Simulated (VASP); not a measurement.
# Si (a cell with a defect) in VASP: a series of runs

Si (a cell with a defect) is run at these levels: LDA; tasks: single point.

Everything below comes from runs of VASP 6.6.1. Logs are shortened: lines on timing, memory, paths and dates and some standing lists are left out, and cuts for length are marked.

## Step 1: The cell of the first run

The cell holds a defect, 15 atoms: a = 7.640 Å, b = 7.640 Å, c = 7.640 Å, α = 60.00°, β = 60.00°, γ = 60.00°.

## Step 2: Single point, LDA

INCAR

```
PREC = Accurate
ENCUT = 520
EDIFF = 1E-6
ISMEAR = 0
SIGMA = 0.02
LREAL = Auto
LASPH = T
NELM = 80
ALGO = Normal
ISIF = 2
LWAVE = F
LCHARG = F
NELECT = 62.0
NBANDS = 43
```

KPOINTS

```
Automatic mesh
0
Gamma
  3 3 3
```

POSCAR

```
Si
1.0
    0.0000000000      5.4019422852     -5.4019422852
    5.4019422852      5.4019422852      0.0000000000
    5.4019422852      0.0000000000     -5.4019422852
Si
15
Direct
    0.0156899122      0.1614367489      0.1614367489
    0.1278932583      0.6217920930      0.1285224764
    0.6308005195      0.1354362859      0.1354362859
    0.6308005195      0.5983268294      0.1354362859
    0.1278932583      0.1285224764      0.6217920930
    0.1278931657      0.6217921856      0.6217921856
    0.6308006121      0.1354363785      0.5983267368
    0.6330435091      0.6223188480      0.6223188480
    0.2437800018      0.7719141153      0.2421529944
    0.2437800944      0.2421529019      0.2421529019
    0.7487710506      0.7548155431      0.2415979163
    0.2537822375      0.7487392102      0.7487392102
    0.2437799092      0.2421529019      0.7719142079
    0.7487711431      0.7548154506      0.7548154506
    0.7487710506      0.2415979163      0.7548155431
```

Potentials or basis: VASP PAW LDA potentials, release 64 (Si).

Run with:

```sh
cat potpaw_LDA.64/Si/POTCAR > POTCAR
mpirun -np 1 vasp_std > vasp.out
```

OUTCAR:

```text
PREC = Accurate
   ENCUT = 520
   EDIFF = 1E-6
   ISMEAR = 0
   LREAL = Auto
   LASPH = T
   NELM = 80
   ISIF = 2
   NELECT = 62.0

 ion  position               nearest neighbor table
   1  0.016  0.161  0.161-  13 2.52  10 2.52   9 2.52
   2  0.128  0.622  0.129-  11 2.37  12 2.37  10 2.37   9 2.37
   3  0.631  0.135  0.135-  11 2.38  15 2.38  10 2.43
   4  0.631  0.598  0.135-  14 2.38  11 2.38   9 2.43
   5  0.128  0.129  0.622-  15 2.37  12 2.37  10 2.37  13 2.37
   6  0.128  0.622  0.622-  14 2.37  12 2.37   9 2.37  13 2.37
   7  0.631  0.135  0.598-  15 2.38  14 2.38  13 2.43
   8  0.633  0.622  0.622-  12 2.37  14 2.38  11 2.38  15 2.38
   9  0.244  0.772  0.242-   6 2.37   2 2.37   4 2.43   1 2.52
  10  0.244  0.242  0.242-   2 2.37   5 2.37   3 2.43   1 2.52
  11  0.749  0.755  0.242-   2 2.37   8 2.38   3 2.38   4 2.38
  12  0.254  0.749  0.749-   8 2.37   6 2.37   2 2.37   5 2.37
  13  0.244  0.242  0.772-   5 2.37   6 2.37   7 2.43   1 2.52
  14  0.749  0.755  0.755-   6 2.37   8 2.38   4 2.38   7 2.38
  15  0.749  0.242  0.755-   5 2.37   8 2.38   3 2.38   7 2.38

  LATTYP: Found a face centered cubic cell.
 ALAT       =    10.8038845704

  Lattice vectors:

 A1 = (   0.0000000000,   5.4019422852,  -5.4019422852)
 A2 = (   5.4019422852,   5.4019422852,   0.0000000000)
 A3 = (   5.4019422852,   0.0000000000,  -5.4019422852)

Analysis of symmetry for initial positions (statically):
=====================================================================
 Subroutine PRICEL returns:
 Original cell was already a primitive cell.

 Routine SETGRP: Setting up the symmetry group for a
 face centered cubic supercell.

 Subroutine GETGRP returns: Found  6 space group operations
 (whereof  2 operations were pure point group operations)
 out of a pool of 48 trial point group operations.

The static configuration has the point symmetry C_1h.
 The point group associated with its full space group is C_3v.

Analysis of symmetry for dynamics (positions and initial velocities):
=====================================================================
 Subroutine PRICEL returns:
 Original cell was already a primitive cell.

 Routine SETGRP: Setting up the symmetry group for a
 face centered cubic supercell.

 Subroutine GETGRP returns: Found  6 space group operations
 (whereof  2 operations were pure point group operations)
 out of a pool of 48 trial point group operations.

The dynamic configuration has the point symmetry C_1h.
 The point group associated with its full space group is C_3v.

 Subroutine INISYM returns: Found  6 space group operations
 (whereof  2 operations are pure point group operations),
 and found     1 'primitive' translations

----------------------------------------------------------------------------------------

                                     Primitive cell

  volume of cell :     315.2679

  direct lattice vectors                    reciprocal lattice vectors
     0.000000000  5.401942285 -5.401942285    -0.092559301  0.092559301 -0.092559301
     5.401942285  5.401942285  0.000000000     0.092559301  0.092559301  0.092559301
     5.401942285  0.000000000 -5.401942285     0.092559301 -0.092559301 -0.092559301

  length of vectors
     7.639500043  7.639500043  7.639500043     0.160317411  0.160317411  0.160317411

  position of ions in fractional coordinates (direct lattice)
     0.015689912  0.161436749  0.161436749
     0.127893258  0.621792093  0.128522476
     0.630800519  0.135436286  0.135436286
     0.630800519  0.598326829  0.135436286
     0.127893258  0.128522476  0.621792093
     0.127893166  0.621792186  0.621792186
     0.630800612  0.135436379  0.598326737
     0.633043509  0.622318848  0.622318848
     0.243780002  0.771914115  0.242152994
     0.243780094  0.242152902  0.242152902
     0.748771051  0.754815543  0.241597916
     0.253782237  0.748739210  0.748739210
     0.243779909  0.242152902  0.771914208
     0.748771143  0.754815451  0.754815451
     0.748771051  0.241597916  0.754815543

  ion indices of the primitive-cell ions
   primitive index   ion index
                 1           1
                 2           2
                 3           3
                 4           4
                 5           5
                 6           6
                 7           7
                 8           8
                 9           9
                10          10
                11          11
                12          12
                13          13
                14          14
                15          15

----------------------------------------------------------------------------------------

 KPOINTS: Automatic mesh

Automatic generation of k-mesh.
 Grid dimensions read from file:
 generate k-points for:    3    3    3

 Generating k-lattice:

  Cartesian coordinates                     Fractional coordinates (reciprocal lattice)
    -0.030853100  0.030853100 -0.030853100     0.333333333  0.000000000  0.000000000
     0.030853100  0.030853100  0.030853100     0.000000000  0.333333333  0.000000000
     0.030853100 -0.030853100 -0.030853100     0.000000000  0.000000000  0.333333333

  Length of vectors
     0.053439137  0.053439137  0.053439137

  Shift w.r.t. Gamma in fractional coordinates (k-lattice)
     0.000000000  0.000000000  0.000000000

 Subroutine IBZKPT returns following result:
 ===========================================

 Found      6 irreducible k-points:

 Following reciprocal coordinates:
            Coordinates               Weight
  0.000000  0.000000  0.000000      1.000000
  0.333333  0.000000  0.000000      2.000000
  0.000000  0.333333  0.000000      6.000000
  0.333333  0.333333  0.000000      6.000000
 -0.333333  0.333333  0.000000      6.000000
  0.000000 -0.333333  0.333333      6.000000
   k-points           NKPTS =      6   k-points in BZ     NKDIM =      6   number of bands    NBANDS=     43
   number of dos      NEDOS =    301   number of ions     NIONS =     15
   total plane-waves  NPLWV = 216000
   dimension x,y,z NGX =    60 NGY =   60 NGZ =   60
   dimension x,y,z NGXF=   120 NGYF=  120 NGZF=  120
   ions per type =              15
   NGX,Y,Z   is equivalent  to a cutoff of  13.06, 13.06, 13.06 a.u.
   NGXF,Y,Z  is equivalent  to a cutoff of  26.11, 26.11, 26.11 a.u.
 SYSTEM =  unknown system
   PREC   = accura    normal or accurate (medium, high low for compatibility)
   ISTART =      0    job   : 0-new  1-cont  2-samecut
   ICHARG =      2    charge: 1-file 2-atom 10-const
   ISPIN  =      1    spin polarized calculation?
   LNONCOLLINEAR =      F non collinear calculations
   LSORBIT =      F    spin-orbit coupling
   LASPH  =      T    aspherical Exc in radial PAW
   ENCUT  =  520.0 eV  38.22 Ry    6.18 a.u.  14.20 14.20 14.20*2*pi/ulx,y,z
   NELM   =     80;   NELMIN=  2; NELMDL= -5     # of ELM steps
   EDIFF  = 0.1E-05   stopping-criterion for ELM
   LREAL  =      T    real-space projection
   EDIFFG = 0.1E-04   stopping-criterion for IOM
   NSW    =      0    number of steps for IOM
   IBRION =     -1    ionic relax: 0-MD 1-quasi-New 2-CG
   NFREE  =      0    steps in history (QN), initial steepest desc. (CG)
   ISIF   =      2    stress and relaxation
   ISYM   =      2    0-nonsym 1-usesym 2-fastsym
   POTIM  = 0.5000    time-step for ionic-motion
   TEBEG  =    0.0;   TEEND  =   0.0 temperature during run
   PSTRESS=    0.0 pullay stress
   NELECT =      62.0000    total number of electrons
   NUPDOWN=      -1.0000    fix difference up-down
   EMIN   =  10.00;   EMAX   =-10.00  energy-range for DOS
   EFERMI =   0.00;   METHOD = LEGACY
   ISMEAR =     0;   SIGMA  =   0.02  broadening in eV -4-tet -1-fermi 0-gaus
   EFERMI_NEDOS =   21; number of points for ismear=-14 and -15
   IALGO  =     38    algorithm
   IMIX   =      4    mixing-type and parameters
     AMIX     =   0.40;   BMIX     =  1.00
     AMIX_MAG =   1.60;   BMIX_MAG =  1.00
  volume/ion in A,a.u.               =      21.02       141.84
  Fermi-wavevector in a.u.,A,eV,Ry     =   0.952019  1.799054 12.331498  0.906340
  Thomas-Fermi vector in A             =   2.080543
   LORBIT       =      0    0 simple, 1 ext, 2 COOP (PROOUT), +10 PAW based schemes
   GGA     = CA    functional components
   LHFCALC =     F    Hartree Fock is set to
   AEXX    =    0.0000 exact exchange contribution
   IVDW    =     0    specifies the selected vdW correction
   LEPSILON=     F    determine dielectric tensor
   LRPA    =     F    only Hartree local field effects (RPA)
 non-spin polarized calculation
 Gauss-broadening in eV      SIGMA  =   0.02
  energy-cutoff  :      520.00
  volume of cell :      315.27
 maximum number of plane-waves:      8492
 NGX is ok and might be reduce to    60
   NGX = 29   NGY = 29   NGZ = 29

 number of electron      62.0000000 magnetization

 Free energy of the ion-electron system (eV)
  ---------------------------------------------------
  ext. energy  EPLUGINS =         0.00000000
  ---------------------------------------------------
  free energy    TOTEN  =       -74.87356487 eV

  energy without entropy =      -74.87103502  energy(sigma->0) =      -74.87229995

 E-fermi :   5.9155     XC(G=0):  -9.5927

 val. band max:        5.8389487064   @ k =   0.3333   0.3333   0.0000
 cond. band min:       5.9227444848   @ k =  -0.3333   0.3333   0.0000
 fundamental gap:      0.0837957784
 Fermi energy:         5.9155145698

 k-point     1 :       0.0000    0.0000    0.0000
  band No.  band energies     occupation
      1      -6.4438      2.00000
      2      -4.1554      2.00000
      3      -4.1554      2.00000
      4      -4.0902      2.00000
      5      -3.6461      2.00000
      6      -2.3742      2.00000
[... 265 lines left out ...]
     42       9.0804      0.00000
     43       9.1017      0.00000

------------------------ aborting loop because EDIFF is reached ----------------------------------------

  FORCE on cell =-STRESS in cart. coord.  units (eV):
  Direction    XX          YY          ZZ          XY          YZ          ZX
  --------------------------------------------------------------------------------------
  -------------------------------------------------------------------------------------
  Total        8.3260873      8.3260873      8.3260873      1.1443964      1.1443964     -1.1443964
  in kB       42.3127963     42.3127963     42.3127963      5.8157705      5.8157705     -5.8157705
  external PRESSURE =      42.3127963 kB  Pullay stress =       0.0000000 kB

 VOLUME and BASIS-vectors are now :
 -----------------------------------------------------------------------------
  energy-cutoff  :      520.00
  volume of cell :      315.27
      direct lattice vectors                 reciprocal lattice vectors
     0.000000000  5.401942285 -5.401942285    -0.092559301  0.092559301 -0.092559301
     5.401942285  5.401942285  0.000000000     0.092559301  0.092559301  0.092559301
     5.401942285  0.000000000 -5.401942285     0.092559301 -0.092559301 -0.092559301

 POSITION                                       TOTAL-FORCE (eV/Angst)
 -----------------------------------------------------------------------------------
      1.74414      0.95683     -0.95683        -0.264338      0.264338     -0.264338
      4.05316      4.04976     -1.38514         0.011229     -0.011229      0.037754
      1.46324      4.13917     -4.13917         0.060926     -0.023560      0.023560
      3.96375      6.63967     -4.13917         0.023560     -0.060926      0.023560
      4.05316      1.38514     -4.04976         0.011229     -0.037754      0.011229
      6.71777      4.04976     -4.04976         0.037754     -0.011229      0.011229
      3.96375      4.13917     -6.63967         0.023560     -0.023560      0.060926
      6.72346      6.78140     -6.78140        -0.000204      0.000204     -0.000204
      5.47793      5.48672     -2.62498         0.001481     -0.037114      0.001481
      2.61619      2.62498     -2.62498         0.037114     -0.001481      0.001481
      5.38257      8.12229     -5.34992         0.017217     -0.017217      0.020940
      8.08929      5.41556     -5.41556         0.000835     -0.000835      0.000835
      5.47793      2.62498     -5.48672         0.001481     -0.001481      0.037114
      8.15494      8.12229     -8.12229         0.020940     -0.017217      0.017217
      5.38257      5.34992     -8.12229         0.017217     -0.020940      0.017217
 -----------------------------------------------------------------------------------
    total drift:                               -0.000560      0.000205     -0.000221

  FREE ENERGIE OF THE ION-ELECTRON SYSTEM (eV)
  ---------------------------------------------------
  free  energy   TOTEN  =       -74.8735648739 eV

  energy  without entropy=      -74.8710350245  energy(sigma->0) =      -74.87229995
```

Wall time 2.1 min (1 thread of AMD EPYC 7R43 (Zen 3), shared host); peak memory 0.32 GiB.

What came out:

```yaml
Free_energy: -74.8736 eV
Largest_force: 0.458 eV/Å
```

Forces in eV/Å, atoms in the order of the input:
```
Si  -0.264  0.264 -0.264
Si   0.011 -0.011  0.038
Si   0.061 -0.024  0.024
Si   0.024 -0.061  0.024
Si   0.011 -0.038  0.011
Si   0.038 -0.011  0.011
Si   0.024 -0.024  0.061
Si   0.000  0.000  0.000
Si   0.001 -0.037  0.001
Si   0.037 -0.001  0.001
Si   0.017 -0.017  0.021
Si   0.001 -0.001  0.001
Si   0.001 -0.001  0.037
Si   0.021 -0.017  0.017
Si   0.017 -0.021  0.017
```

Caveat: the cell carries a net charge on a neutralising background, which shifts energy and pressure; the cell is charged against a uniform background, so pressure and absolute levels hang on convention.

## Step 3: Single point, LDA

INCAR

```
ALGO = Normal
EDIFF = 1E-6
ENCUT = 520
ISIF = 2
ISMEAR = 0
LASPH = T
LCHARG = F
LREAL = Auto
LWAVE = F
NBANDS = 43
NELECT = 62.0
NELM = 80
PREC = Accurate
SIGMA = 0.02
```

KPOINTS

```
k-points
0
Gamma
  3 3 3
```

POSCAR

```
Si
1.0
    0.0000000000      5.4019422852     -5.4019422852
    5.4019422852      5.4019422852      0.0000000000
    5.4019422852      0.0000000000     -5.4019422852
Si
15
Direct
   -0.1406899518      0.2135631851      0.2135633702
    0.1262288570      0.6201845231      0.1334020176
    0.6312199057      0.1328471246      0.1328471246
    0.6312199983      0.6030858584      0.1328470321
    0.1262289495      0.1334021102      0.6201844305
    0.1262289495      0.6201844305      0.6201846157
    0.6312199983      0.1328470321      0.6030858584
    0.6212177626      0.6262607635      0.6262607635
    0.2441995731      0.7766732369      0.2395636480
    0.2441995731      0.2395636480      0.2395636480
    0.7471067418      0.7532078806      0.2464775501
    0.2419563985      0.7526812182      0.7526812182
    0.2441994805      0.2395637405      0.7766731443
    0.7471067418      0.7532078806      0.7532078806
    0.7471067418      0.2464775501      0.7532078806
```

Potentials or basis: VASP PAW LDA potentials, release 64 (Si).

Run with:

```sh
cat potpaw_LDA.64/Si/POTCAR > POTCAR
mpirun -np 1 vasp_std > vasp.out
```

Wall time 2 min (1 thread of AMD EPYC 7R43 (Zen 3), shared host); peak memory 0.32 GiB.

Results (log left out):

| Quantity | Value |
| --- | --- |
| Free energy | -74.8737 eV |
| Largest force | 0.457 eV/Å |

Forces on the atoms (eV/Å):
```
Si   0.264 -0.264  0.264
Si  -0.017  0.017 -0.022
Si  -0.036  0.001 -0.001
Si  -0.001  0.036 -0.001
Si  -0.017  0.022 -0.017
Si  -0.022  0.017 -0.017
Si  -0.001  0.001 -0.036
Si  -0.001  0.001 -0.001
Si  -0.023  0.061 -0.023
Si  -0.061  0.023 -0.023
Si  -0.011  0.011 -0.040
Si   0.000  0.000  0.000
Si  -0.023  0.023 -0.061
Si  -0.040  0.011 -0.011
Si  -0.011  0.040 -0.011
```

Levels at points of the mesh, in eV from the Fermi level:
| k point | band 27 | band 28 | band 29 | band 30 | band 31 | band 32 | band 33 | band 34 | band 35 | band 36 |
| --- | --- | --- | --- | --- | --- | --- | --- | --- | --- | --- |
| (0.00, 0.00, 0.00) | -0.92 | -0.92 | -0.89 | -0.09 | -0.09 | 0.02 | 0.02 | 0.19 | 0.27 | 0.80 |

Caveat: the cell carries a net charge on a neutralising background, which shifts energy and pressure; the cell is charged against a uniform background, so pressure and absolute levels hang on convention.
